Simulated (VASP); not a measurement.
# LiH (P6_3/mmc) in VASP: further runs

The runs below take LiH through single point, with PBE0, r2SCAN0.

Program: VASP 6.6.1. These are calculated values, not measurements. Logs are shortened: lines on timing, memory, paths and dates and some standing lists are left out, and cuts for length are marked.

## 1. The cell of the first run

It takes space group P6_3/mmc (No. 194, hexagonal). The conventional cell has a = 3.256 Å, b = 3.256 Å, c = 4.068 Å, α = 90.00°, β = 90.00°, γ = 120.00°. Within 2.5 Å of Li (site symmetry -6m2) lie 5 H at 1.88 to 2.03 Å. H (site symmetry -6m2) has 5 Li at 1.88 to 2.03 Å within 2.5 Å.

## 2. Single point, PBE0

POSCAR

```
LiH
1.0
    3.2558279323      0.0000000000      0.0000000000
   -1.6279139661      2.8196296997      0.0000000000
    0.0000000000      0.0000000000      4.0684430705
Li H
2 2
Direct
    0.3333333333      0.6666666667     -0.0625093483
    0.6666666667      0.3333333333      0.4374906517
    0.3333333333      0.6666666667      0.4375093483
    0.6666666667      0.3333333333      0.9375093483
```

INCAR.step1

```
SYSTEM = LiH
PREC     = Accurate       ! precision mode
ENCUT    = 520            ! plane-wave cutoff, eV
EDIFF    = 1E-5           ! SCF threshold, eV
ISMEAR   = 0              ! smearing method
SIGMA    = 0.01           ! smearing width, eV
LREAL    = .FALSE.        ! projectors in reciprocal space
LASPH    = .TRUE.         ! aspherical terms in the spheres
NELM     = 60             ! most SCF steps
ALGO     = Normal         ! electronic algorithm
ISIF     = 2              ! what is computed and relaxed
LWAVE    = .TRUE.         ! write WAVECAR
GGA      = PE             ! functional
NBANDS   = 12             ! bands
```

INCAR.step2

```
SYSTEM = LiH
PREC     = Accurate       ! precision mode
ENCUT    = 520            ! plane-wave cutoff, eV
EDIFF    = 1E-6           ! SCF threshold, eV
ISMEAR   = 0              ! smearing method
SIGMA    = 0.01           ! smearing width, eV
LREAL    = .FALSE.        ! projectors in reciprocal space
LASPH    = .TRUE.         ! aspherical terms in the spheres
NELM     = 60             ! most SCF steps
ALGO     = Normal         ! electronic algorithm
ISIF     = 2              ! what is computed and relaxed
LWAVE    = .FALSE.        ! write WAVECAR
LCHARG   = .TRUE.         ! write CHGCAR
GGA      = PE             ! functional
LHFCALC  = .TRUE.         ! exact exchange
AEXX     = 0.25           ! exact-exchange fraction
PRECFOCK = Normal       
LELF     = .TRUE.         ! ELF
LVHAR    = .TRUE.       
ISTART   = 1            
NBANDS   = 12             ! bands
```

KPOINTS

```
Automatic mesh
0
G
  6 6 4
  0 0 0
```

Potentials or basis: VASP PAW PBE potentials, release 64 (Li_sv, H).

Started as:

```sh
cat potpaw_PBE.64/Li_sv/POTCAR potpaw_PBE.64/H/POTCAR > POTCAR
cp INCAR.step1 INCAR
mpirun -np 1 vasp_std > vasp.out
cp INCAR.step2 INCAR
mpirun -np 1 vasp_std > vasp.out
```

OUTCAR:

```text
SYSTEM = LiH
   PREC = Accurate
   ENCUT = 520
   EDIFF = 1E-6
   ISMEAR = 0
   LREAL = .FALSE.
   LASPH = .TRUE.
   NELM = 60
   ISIF = 2
   GGA = PE
   LHFCALC = .TRUE.
   AEXX = 0.25
   PRECFOCK = Normal
   ISTART = 1

 ion  position               nearest neighbor table
   1  0.333  0.667  0.937-
   2  0.667  0.333  0.437-
   3  0.333  0.667  0.438-
   4  0.667  0.333  0.938-

  LATTYP: Found a hexagonal cell.
 ALAT       =     3.2558279323
 C/A-ratio  =     1.2495878637

  Lattice vectors:

 A1 = (   3.2558279323,   0.0000000000,   0.0000000000)
 A2 = (  -1.6279139661,   2.8196296997,   0.0000000000)
 A3 = (   0.0000000000,   0.0000000000,   4.0684430705)

Analysis of symmetry for initial positions (statically):
=====================================================================
 Subroutine PRICEL returns:
 Original cell was already a primitive cell.

 Routine SETGRP: Setting up the symmetry group for a
 hexagonal supercell.

 Subroutine GETGRP returns: Found 12 space group operations
 (whereof  6 operations were pure point group operations)
 out of a pool of 24 trial point group operations.

The static configuration has the point symmetry C_3v.
 The point group associated with its full space group is C_6v.

Analysis of symmetry for dynamics (positions and initial velocities):
=====================================================================
 Subroutine PRICEL returns:
 Original cell was already a primitive cell.

 Routine SETGRP: Setting up the symmetry group for a
 hexagonal supercell.

 Subroutine GETGRP returns: Found 12 space group operations
 (whereof  6 operations were pure point group operations)
 out of a pool of 24 trial point group operations.

The dynamic configuration has the point symmetry C_3v.
 The point group associated with its full space group is C_6v.

 Subroutine INISYM returns: Found 12 space group operations
 (whereof  6 operations are pure point group operations),
 and found     1 'primitive' translations

----------------------------------------------------------------------------------------

                                     Primitive cell

  volume of cell :      37.3492

  direct lattice vectors                    reciprocal lattice vectors
     3.255827932  0.000000000  0.000000000     0.307141538  0.177328250  0.000000000
    -1.627913966  2.819629700  0.000000000     0.000000000  0.354656500  0.000000000
     0.000000000  0.000000000  4.068443070     0.000000000  0.000000000  0.245794271

[... 104 lines left out ...]
  volume/ion in A,a.u.               =       9.34        63.01
  Fermi-wavevector in a.u.,A,eV,Ry     =   0.979515  1.851014 13.054094  0.959449
  Thomas-Fermi vector in A             =   2.110374
   LORBIT       =      0    0 simple, 1 ext, 2 COOP (PROOUT), +10 PAW based schemes
   GGA     = PE    functional components
   LHFCALC =     T    Hartree Fock is set to
   PRECFOCK=normal    Normal, Fast or Accurate (Low or Medium for compatibility)
   ENCUT4O =  -1.0   cutoff for four orbital integrals eV
   NKREDX  =     1    reduce k-point grid by
   NKREDY  =     1    reduce k-point grid by
   NKREDZ  =     1    reduce k-point grid by
   AEXX    =    0.2500 exact exchange contribution
   HFSCREEN=    0.0000 screening length (either q_TF or 0.3 A-1)
   HFSCREENC=   0.0000 screening length for correlation (either q_TF or 0.3 A-1)
   ENCUTFOCK=  -1.0 apply spherical cutoff to Coloumb kernel
   IVDW    =     0    specifies the selected vdW correction
   LEPSILON=     F    determine dielectric tensor
   LRPA    =     F    only Hartree local field effects (RPA)
 non-spin polarized calculation
 Gauss-broadening in eV      SIGMA  =   0.01
  energy-cutoff  :      520.00
  volume of cell :       37.35
 maximum number of plane-waves:      1038
  NGX = 20; NGY = 20; NGZ = 24

 number of electron       8.0000004 magnetization

 Free energy of the ion-electron system (eV)
  ---------------------------------------------------
  ext. energy  EPLUGINS =         0.00000000
  ---------------------------------------------------
  free energy    TOTEN  =       -14.17031995 eV

  energy without entropy =      -14.17031995  energy(sigma->0) =      -14.17031995

 E-fermi :  -1.0961     XC(G=0):  -6.2486

 val. band max:       -1.2171114903   @ k =   0.0000   0.0000   0.0000
 cond. band min:       2.2261808422   @ k =   0.3333   0.3333   0.0000
 fundamental gap:      3.4432923325
 Fermi energy:        -1.0961115769

 k-point     1 :       0.0000    0.0000    0.0000
  band No.  band energies     occupation
      1     -48.8983      2.00000
      2     -48.8378      2.00000
      3      -7.0934      2.00000
      4      -1.2171      2.00000
      5       3.5717      0.00000
      6      11.6021      0.00000
      7      11.6022      0.00000
      8      12.2583      0.00000
      9      14.2595      0.00000
     10      14.2595      0.00000
     11      16.0511      0.00000
     12      18.8892      0.00000
[... 286 lines left out ...]
 k-point    21 :       0.3333    0.3333    0.5000
  band No.  band energies     occupation
      1     -48.8570      2.00000
      2     -48.8570      2.00000
      3      -3.5825      2.00000
      4      -3.5825      2.00000
      5       4.5895      0.00000
      6       4.5895      0.00000
      7       7.7578      0.00000
      8       7.7578      0.00000
      9      16.1082      0.00000
     10      16.1082      0.00000
     11      18.8206      0.00000
     12      18.8206      0.00000

------------------------ aborting loop because EDIFF is reached ----------------------------------------

  FORCE on cell =-STRESS in cart. coord.  units (eV):
  Direction    XX          YY          ZZ          XY          YZ          ZX
  --------------------------------------------------------------------------------------
  -------------------------------------------------------------------------------------
  Total       -0.1144075     -0.1144075     -0.1080749     -0.0000000      0.0000000      0.0000000
  in kB       -4.9077619     -4.9077619     -4.6361108     -0.0000000      0.0000000      0.0000000
  external PRESSURE =      -4.8172116 kB  Pullay stress =       0.0000000 kB

 VOLUME and BASIS-vectors are now :
 -----------------------------------------------------------------------------
  energy-cutoff  :      520.00
  volume of cell :       37.35
      direct lattice vectors                 reciprocal lattice vectors
     3.255827932  0.000000000  0.000000000     0.307141538  0.177328250  0.000000000
    -1.627913966  2.819629700  0.000000000     0.000000000  0.354656500  0.000000000
     0.000000000  0.000000000  4.068443070     0.000000000  0.000000000  0.245794271

 POSITION                                       TOTAL-FORCE (eV/Angst)
 -----------------------------------------------------------------------------------
     -0.00000      1.87975      3.81413        -0.000000     -0.000000     -0.000094
      1.62791      0.93988      1.77991         0.000000      0.000000     -0.000094
     -0.00000      1.87975      1.77998         0.000000     -0.000000      0.000094
      1.62791      0.93988      3.81420         0.000000     -0.000000      0.000094
 -----------------------------------------------------------------------------------
    total drift:                               -0.000000     -0.000001     -0.000444

  FREE ENERGIE OF THE ION-ELECTRON SYSTEM (eV)
  ---------------------------------------------------
  free  energy   TOTEN  =       -14.1703199498 eV

  energy  without entropy=      -14.1703199498  energy(sigma->0) =      -14.17031995
```

OSZICAR.step1:

```text
N       E                     dE             d eps       ncg     rms          rms(c)
DAV:   1     0.244549846355E+02    0.24455E+02   -0.37624E+03   504   0.669E+02
DAV:   2    -0.773600223164E+01   -0.32191E+02   -0.31343E+02   572   0.156E+02
DAV:   3    -0.128001731538E+02   -0.50642E+01   -0.50359E+01   980   0.407E+01
DAV:   4    -0.128325026880E+02   -0.32330E-01   -0.32326E-01   608   0.506E+00
DAV:   5    -0.128327864999E+02   -0.28381E-03   -0.28380E-03   708   0.420E-01    0.454E+00
DAV:   6    -0.123069630679E+02    0.52582E+00   -0.32465E-01   580   0.206E+00    0.224E+00
DAV:   7    -0.121491283757E+02    0.15783E+00   -0.42786E-01   612   0.261E+00    0.408E-01
DAV:   8    -0.121599368294E+02   -0.10808E-01   -0.29162E-02   620   0.978E-01    0.131E-01
DAV:   9    -0.121595169526E+02    0.41988E-03   -0.83120E-04   664   0.139E-01    0.273E-02
DAV:  10    -0.121595273321E+02   -0.10380E-04   -0.95273E-05   608   0.629E-02    0.176E-02
DAV:  11    -0.121595187033E+02    0.86289E-05   -0.95919E-06   452   0.176E-02
   1 F= -.12159519E+02 E0= -.12159519E+02  d E =-.107931E-35
```

It took 2.9 min on 1 thread of Intel Xeon Platinum 8488C (Sapphire Rapids), shared host; peak memory 0.15 GiB.

Results:

```
Free energy            : -14.1703 eV
Band gap on the k mesh : 3.44 eV (least direct gap 4.79 eV)
```

Caveat: the cutoff is under 1.25 times the usual one of these potentials, so pressure, stress and relaxed cells hold a basis-set (Pulay) error; the structure was generated, so it needn't be the stable form of LiH; the PAW data sets were made with another functional, which shifts forces and pressure a little. A k mesh can miss the band edges.

## 3. Single point, r2SCAN0

POSCAR is that of step 2.

INCAR.step1

```
  PREC = Accurate
  ENCUT = 520
  EDIFF = 1E-5
  ISMEAR = 0
  SIGMA = 0.01
  LREAL = F
  LASPH = T
  NELM = 100
  ALGO = Normal
  ISIF = 2
  LWAVE = T
  LCHARG = F
  GGA = PE
  NBANDS = 12
```

INCAR.step2

```
  PREC = Accurate
  ENCUT = 520
  EDIFF = 1E-7
  ISMEAR = 0
  SIGMA = 0.01
  LREAL = F
  LASPH = T
  NELM = 100
  ALGO = Normal
  ISIF = 2
  LWAVE = F
  LCHARG = F
  METAGGA = R2SCAN
  LHFCALC = T
  AEXX = 0.25
  LMIXTAU = T
  PRECFOCK = Normal
  ISTART = 1
  NBANDS = 12
```

KPOINTS

```
Automatic mesh
0
Gamma
  6 6 4
```

Potentials or basis: VASP PAW PBE potentials, release 64 (Li_sv, H).

Started as:

```sh
cat potpaw_PBE.64/Li_sv/POTCAR potpaw_PBE.64/H/POTCAR > POTCAR
cp INCAR.step1 INCAR
mpirun -np 1 vasp_std > vasp.out
cp INCAR.step2 INCAR
mpirun -np 1 vasp_std > vasp.out
```

It took 14 min on 1 thread of Intel Xeon Platinum 8488C (Sapphire Rapids), shared host; peak memory 0.15 GiB.

The run converged. Its results:

* Free energy: -15.1083 eV
* Largest force: 0.026 eV/Å
* Band gap on the k mesh: 3.77 eV (least direct gap 5.18 eV)

Forces in eV/Å, atoms in the order of the input:
```
Li   0.000  0.000 -0.026
Li   0.000  0.000 -0.026
H    0.000  0.000  0.026
H    0.000  0.000  0.026
```

Levels at points of the mesh, in eV from the valence-band top:
```
           k point  band 1  band 2  band 3  band 4  band 5  band 6  band 7  band 8  band 9
(0.00, 0.00, 0.00)  -48.72  -48.66   -5.87    0.00    5.18   13.48   13.48   14.03   16.13
(0.50, 0.00, 0.00)  -48.69  -48.67   -3.13   -2.16    6.50    9.22    9.77   11.12   11.98
(0.00, 0.00, 0.50)  -48.69  -48.69   -4.13   -4.13   12.14   12.14   15.71   15.71   15.71
(0.50, 0.00, 0.50)  -48.68  -48.68   -2.67   -2.67    6.41    6.41   12.11   12.11   14.09
```

Caveat: the cutoff is under 1.25 times the usual one of these potentials, so pressure, stress and relaxed cells hold a basis-set (Pulay) error; the structure was generated, so it needn't be the stable form of LiH; the PAW data sets were made with another functional, which shifts forces and pressure a little.
